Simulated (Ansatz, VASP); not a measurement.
## Two plane-wave programs on Mo

File INCAR:

```
SYSTEM = Mo
  PREC = Accurate
  ENCUT = 500
  EDIFF = 1E-6
  ISMEAR = -1
  SIGMA = 0.1
  LREAL = .False.
  LASPH = .True.
  NELM = 120
  ALGO = Normal
  ISIF = 2
  LWAVE = .False.
  LCHARG = .False.
  GGA = PE
  IVDW = 12
  NBANDS = 13
  GGA_COMPAT = .False.
```

The input KPOINTS:

```
Automatic mesh
0
Gamma
  7 7 7
  0 0 0
```

File POSCAR:

```
Mo
1.0
   -1.5760380082      1.5760380082      1.5760380082
    1.5760380082     -1.5760380082      1.5760380082
    1.5760380082      1.5760380082     -1.5760380082
Mo
1
Direct
    0.0000000000      0.0000000000      0.0000000000
```

Input for Ansatz:

```yaml
crystal:
  lattice:
    - [-1.5760380081558212, 1.5760380081558212, 1.5760380081558212]
    - [1.5760380081558212, -1.5760380081558212, 1.5760380081558212]
    - [1.5760380081558212, 1.5760380081558212, -1.5760380081558212]
  atoms:
    - { symbol: Mo, position: [0.0, 0.0, 0.0] }
basis:
  ecutwfc: 540.0
  xc_grid: 2
kpoints:
  mp_grid:
    grid: [7, 7, 7]
hamiltonian:
  xc: pbe
  dispersion: d3bj
scf:
  convergence:
    dr2_threshold: 1.0e-09
  occupations:
    method: fermi_dirac
output:
  forces: true
  stress: true
```

Alike in both runs: task single point; functional PBE; dispersion D3(BJ); k mesh 7 × 7 × 7; no spin polarisation.

|  | VASP | Ansatz |
| --- | --- | --- |
| version | VASP 6.6.1 | Ansatz 0.2.0 |
| potentials or method | VASP PAW PBE potentials, release 64 (Mo_sv), cutoff 500 eV | plane waves, PAW |
| occupations | fermi-dirac, width 0.1 eV | fermi-dirac |
| valence electrons in the cell | 14 | 14 |

```csv
,VASP,Ansatz,Ansatz less VASP
pressure (GPa),-4.3,-4.9,-0.58
```

Ansatz's warnings: stress scf threshold loose.

The k mesh is coarse, so the values compare programs but aren't converged.
